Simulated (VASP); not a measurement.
Input of a VASP 6.6.1 run:

The input INCAR:

```
PREC     = Accurate       # precision mode
ENCUT    = 600            # plane-wave cutoff, eV
EDIFF    = 1E-7           # SCF threshold, eV
ISMEAR   = 0              # smearing method
SIGMA    = 0.1            # smearing width, eV
LREAL    = F              # projectors in reciprocal space
LASPH    = T              # aspherical terms in the spheres
NELM     = 100            # most SCF steps
ALGO     = Normal         # electronic algorithm
ISIF     = 3              # what is computed and relaxed
LWAVE    = F              # write WAVECAR
LCHARG   = F              # write CHGCAR
GGA      = PS             # functional
IBRION   = 2              # ionic algorithm
NSW      = 100            # ionic steps
EDIFFG   = -0.005         # ionic threshold
```

KPOINTS

```
regular mesh
0
Gamma
  18 18 10
```

POSCAR

```
Mo
1.0
    2.7280644741      0.0000000000      0.0000000000
   -1.3640322371      2.3625731377      0.0000000000
    0.0000000000      0.0000000000      4.8343977822
Mo
2
Direct
    0.0000000000      0.0000000000      0.0000000000
    0.3333333333      0.6666666667      0.5000000000
```

Potentials or basis: VASP PAW PBE potentials, release 64 (Mo_sv).

Run with:

```sh
$ cat potpaw_PBE.64/Mo_sv/POTCAR > POTCAR
$ mpirun -np 1 vasp_std > vasp.out
```

Problem. What does it give for the band gap on the k mesh?

Solution. Zero (band 14 reaches 13.44 eV, above the bottom of band 15 at 11.49 eV).

Problem. What does it give for the relaxed volume?

Solution. 15.64 Å³/atom.

Final structure:
```xyz
2
Lattice="2.7318 0.0000 0.0000 -1.3659 2.3658 0.0000 0.0000 0.0000 4.8401" Properties=species:S:1:pos:R:3 pbc="T T T"
Mo    0.0000    0.0000    0.0000
Mo    0.0000    1.5772    2.4200
```

Caveat: the PAW data sets were made with another functional, which shifts forces and pressure a little.
